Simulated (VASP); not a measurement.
Input of a VASP 6.6.1 run:

INCAR

```
SYSTEM = WSe2
  PREC = Accurate
  ENCUT = 520
  EDIFF = 1E-7
  ISMEAR = 0
  SIGMA = 0.05
  LREAL = .False.
  LASPH = .True.
  NELM = 100
  ALGO = Normal
  ISIF = 2
  LWAVE = .False.
  LCHARG = .True.
  GGA = CA
  LELF = .True.
  LVHAR = .True.
  NBANDS = 35
```

Contents of KPOINTS:

```
regular mesh
0
Gamma
  12 12 2
  0 0 0
```

The input POSCAR:

```
WSe2
1.0
    3.2496766420      0.0000000000      0.0000000000
   -1.6248383210      2.8143025261      0.0000000000
    0.0000000000      0.0000000000     12.8234680918
W Se
2 4
Direct
    0.3333333333      0.6666666667      0.2500000000
    0.6666666667      0.3333333333      0.7500000000
    0.3333333333      0.6666666667      0.6200118333
    0.6666666667      0.3333333333      0.1200118333
    0.3333333333      0.6666666667      0.8799881667
    0.6666666667      0.3333333333      0.3799881667
```

Potentials or basis: VASP PAW LDA potentials, release 64 (W_sv, Se).

Command:

```bash
$ cat potpaw_LDA.64/W_sv/POTCAR potpaw_LDA.64/Se/POTCAR > POTCAR
$ mpirun -np 1 vasp_std > vasp.out
```

(1) Predict the largest force.

(2) What does it give for the band gap on the k mesh?

Answers

(1) 0.101 eV/Å.

(2) 0.88 eV (least direct gap 1.62 eV).

Caveat: spin-orbit coupling is left out, which moves the levels of the heavy elements.

**What was measured.**

From “Time-resolved XUV ARPES with tunable 24–33 eV laser pulses at 30 meV resolution”, 2019, pmc:6684652, for a bulk crystal of WSe2: band gap 1.3 eV (indirect).

Against the measured gap of WSe2, 1.3 eV (indirect; “Time-resolved XUV ARPES with tunable 24–33 eV laser pulses at 30 meV resolution”, 2019, pmc:6684652), the calculated 0.88 eV is off by -0.42 eV. Spin-orbit coupling on Se, W is left out. The value is that of LDA on a finite k mesh, which can miss the band edges, without temperature or zero-point motion. Semilocal functionals fall short of measured gaps as a rule.
